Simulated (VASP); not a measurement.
GaP: single point with PBEsol

The system is GaP.

```
CELL_PARAMETERS angstrom
0.00000 2.89131 2.74083
2.74083 0.00000 2.74083
2.74083 2.89131 0.00000
ATOMIC_POSITIONS crystal
Ga 0.00000 0.00000 0.00000
P 0.75000 0.75000 0.75000
```

This cell differs from its parent crystal: volume 21.720 Å^3 an atom, c/a of the conventional cell 1.0549.

```yaml
Program: VASP 6.6.1
Task: single point
Functional: PBEsol
Potentials_or_basis: VASP PAW PBE potentials, release 64 (Ga_d, P)
Cutoff: 520 eV
k_mesh: 10 × 10 × 10
Occupations: gaussian, width 0.05 eV
Spin: no spin polarisation
```

* Pressure: -5.6 GPa
* Band gap on the k mesh: 1.06 eV, direct

Stress tensor (GPa, compression positive):
```
-4.15  0.00  0.00
 0.00 -8.39  0.00
 0.00  0.00 -4.15
```

Levels at points of the mesh, in eV from the valence-band top:
```
           k point  band 6  band 7  band 8  band 9  band 10  band 11  band 12  band 13
(0.00, 0.00, 0.00)  -12.11   -0.31    0.00    0.00     1.06     3.71     3.71     3.83
(0.50, 0.00, 0.00)  -10.24   -6.41   -1.34   -0.92     1.22     4.44     4.75     7.86
(0.50, 0.50, 0.00)   -9.36   -6.47   -2.70   -2.67     1.45     1.51     9.71     9.80
(0.50, 0.00, 0.50)   -9.57   -6.80   -2.34   -2.34     1.79     2.00     9.91     9.91
```

It took 60 s on 1 thread of Intel(R) Xeon(R) Platinum 8488C (Sapphire Rapids) (shared host), peak memory 0.21 GiB.

Caveat: the PAW data sets were made with another functional, which shifts forces and pressure a little. A k mesh can miss the band edges.
